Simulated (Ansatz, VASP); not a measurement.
SnO: VASP beside Ansatz

Contents of INCAR:

```
SYSTEM = SnO
PREC = Accurate
ENCUT = 600
EDIFF = 1E-6
ISMEAR = 0
SIGMA = 0.1
LREAL = .False.
LASPH = .True.
NELM = 100
ALGO = Normal
ISIF = 3
LWAVE = .False.
LCHARG = .False.
GGA = PE
IBRION = 2
NSW = 90
EDIFFG = -0.04
```

The input KPOINTS:

```
Automatic mesh
0
Gamma
  6 6 6
  0 0 0
```

POSCAR

```
SnO
1.0
   -3.1936574390      3.5077579903      1.9190414403
    3.1936574390     -3.5077579903      1.9190414403
    3.1936574390      3.5077579903     -1.9190414403
Sn O
2 2
Direct
    0.0000000000      0.0000000000      0.5000000000
    0.0000000000      0.5000000000      0.0000000000
    0.8831898928      0.1331898928      0.7500000000
    0.1168101072      0.8668101072      0.2500000000
```

Input for Ansatz:

```yaml
crystal:
  lattice:
    - [-3.193657439, 3.5077579903, 1.9190414403]
    - [3.193657439, -3.5077579903, 1.9190414403]
    - [3.193657439, 3.5077579903, -1.9190414403]
  atoms:
    - { symbol: Sn, position: [0.0, 0.0, 0.5] }
    - { symbol: Sn, position: [0.0, 0.5, 0.0] }
    - { symbol: O, position: [0.8831898928, 0.1331898928, 0.75] }
    - { symbol: O, position: [0.1168101072, 0.8668101072, 0.25] }
basis:
  ecutwfc: 420
kpoints:
  mp_grid: { grid: [6, 6, 6] }
hamiltonian:
  xc: pbe
scf:
  occupations: { method: gaussian, width: 0.1 }
  lower_state_search: "off"
output:
  forces: true
  stress: true
  eigenvalues: true
relax:
  adjacent_minimum: "off"
  f_tol: 0.04
  max_steps: 70
  cell: { stress_tol: 0.4 }
```

Alike in both runs: task relaxation of cell and atoms; functional PBE; k mesh 6 × 6 × 6; occupations gaussian, width 0.1 eV; no spin polarisation.

|  | VASP | Ansatz |
| --- | --- | --- |
| version | VASP 6.6.1 | Ansatz 0.2.0 |
| potentials or method | VASP PAW PBE potentials, release 64 (Sn_d, O), cutoff 600 eV | scalar-relativistic, plane waves, PAW |
| valence electrons in the cell | 40 | 40 |

VASP gave:

| Item | Value |
| --- | --- |
| gap on the k mesh at the Fermi level, each at its own relaxed structure (eV) | none |
| relaxed volume (Å³/atom) | 20.41 |
| relaxed cell length with the largest relative difference (Å) | 5.292 |

Estimate Ansatz's values.

gap on the k mesh at the Fermi level, each at its own relaxed structure (eV): none; relaxed volume (Å³/atom): 20.42; relaxed cell length with the largest relative difference (Å): 5.290.

A gap of «none» marks a metal or a gap that the smearing closes.
